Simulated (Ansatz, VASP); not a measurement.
## Bi in VASP and in Ansatz

INCAR

```
PREC = Accurate
ENCUT = 600
EDIFF = 1E-7
ISMEAR = 0
SIGMA = 0.1
LREAL = F
LASPH = T
NELM = 60
ALGO = Fast
ISIF = 3
LWAVE = F
LCHARG = F
GGA = PE
IVDW = 12
IBRION = 2
NSW = 100
EDIFFG = -0.005
```

Contents of KPOINTS:

```
Automatic mesh
0
Gamma
  12 12 12
```

Contents of POSCAR:

```
Bi
1.0
    2.2675000000      1.3091417354      3.9380000000
   -2.2675000000      1.3091417354      3.9380000000
    0.0000000000     -2.6182834708      3.9380000000
Bi
2
Direct
    0.2340000000      0.2340000000      0.2340000000
    0.7660000000      0.7660000000      0.7660000000
```

Input for Ansatz:

```yaml
crystal:
  lattice:
    - [2.2675, 1.3091417354, 3.938]
    - [-2.2675, 1.3091417354, 3.938]
    - [0.0, -2.6182834708, 3.938]
  atoms:
    - { symbol: Bi, position: [0.234, 0.234, 0.234] }
    - { symbol: Bi, position: [0.766, 0.766, 0.766] }
basis:
  ecutwfc: 420
kpoints:
  mp_grid: { grid: [12, 12, 12] }
hamiltonian:
  xc: pbe
  dispersion: d3bj
scf:
  occupations: { method: gaussian, width: 0.1 }
output:
  forces: true
  stress: true
  eigenvalues: true
relax:
  adjacent_minimum: "off"
  f_tol: 0.005
  max_steps: 80
  cell: { stress_tol: 0.05 }
```

Alike in both runs: task relaxation of cell and atoms; functional PBE; dispersion D3(BJ); k mesh 12 × 12 × 12; occupations gaussian, width 0.1 eV; no spin polarisation.

|  | VASP | Ansatz |
| --- | --- | --- |
| version | VASP 6.6.1 | Ansatz 0.2.0 |
| potentials or method | VASP PAW PBE potentials, release 64 (Bi_d), cutoff 600 eV | scalar-relativistic, plane waves, PAW |
| valence electrons in the cell | 30 | 30 |

Ansatz gave:

```
gap on the k mesh at the Fermi level, each at its own relaxed structure (eV) : none
relaxed volume (Å³/atom)                                                     : 34.56
relaxed cell length with the largest relative difference (Å)                 : 4.682
```

Question: Estimate VASP's values.

Answer: gap on the k mesh at the Fermi level, each at its own relaxed structure (eV): none; relaxed volume (Å³/atom): 34.56; relaxed cell length with the largest relative difference (Å): 4.683.

A gap of «none» marks a metal or a gap that the smearing closes.

Neither program's run includes spin-orbit coupling.
